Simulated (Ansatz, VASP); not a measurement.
## Sc: VASP beside Ansatz

The input INCAR:

```
ALGO     = Normal         # electronic algorithm
EDIFF    = 1E-7           # SCF threshold, eV
ENCUT    = 520            # plane-wave cutoff, eV
GGA      = RP             # functional
ISIF     = 2              # what is computed and relaxed
ISMEAR   = -1             # smearing method
LASPH    = T              # aspherical terms in the spheres
LCHARG   = F              # write CHGCAR
LREAL    = F              # projectors in reciprocal space
LWAVE    = F              # write WAVECAR
NBANDS   = 12             # bands
NELM     = 100            # most SCF steps
PREC     = Accurate       # precision mode
SIGMA    = 0.1            # smearing width, eV
```

KPOINTS

```
k-points
0
Gamma
  12 12 12
```

POSCAR

```
Sc
1.0
    3.0618844311      0.0000000000      0.0000000000
    0.0000000000      3.0618844311      0.0000000000
    0.0000000000      0.0000000000      3.0618844311
Sc
1
Direct
    0.0000000000      0.0000000000      0.0000000000
```

Input for Ansatz:

```yaml
crystal:
  lattice:
    - [3.0618844311, 0.0, 0.0]
    - [0.0, 3.0618844311, 0.0]
    - [0.0, 0.0, 3.0618844311]
  atoms:
    - { symbol: Sc, position: [0.0, 0.0, 0.0] }
hamiltonian:
  xc: rpbe
  pseudopotentials:
    kind: paw
    azcp:
      Sc: "pseudopotentials/Sc.paw.azcp"
basis:
  ecutwfc: 420
  fft_grid_basis: typed
kpoints:
  mp_grid: { grid: [12, 12, 12], shift: [0, 0, 0] }
magnetization:
  spin_polarized: false
scf:
  occupations: { method: fermi_dirac, width: 0.1 }
  lower_state_search: "off"
output:
  stress: true
```

Alike in both runs: task single point; functional RPBE; k mesh 12 × 12 × 12; occupations fermi-dirac, width 0.1 eV; no spin polarisation.

|  | VASP | Ansatz |
| --- | --- | --- |
| version | VASP 6.6.1 | Ansatz 0.2.0 |
| potentials or method | VASP PAW PBE potentials, release 64 (Sc_sv), cutoff 520 eV | plane waves (420 eV) with PAW, scalar-relativistic |
| valence electrons in the cell | 11 | 11 |

```tsv
	VASP	Ansatz	Ansatz less VASP
pressure (GPa)	-1.2	-1.2	-0.01
```

VASP's potentials were made for PBE, not for RPBE.
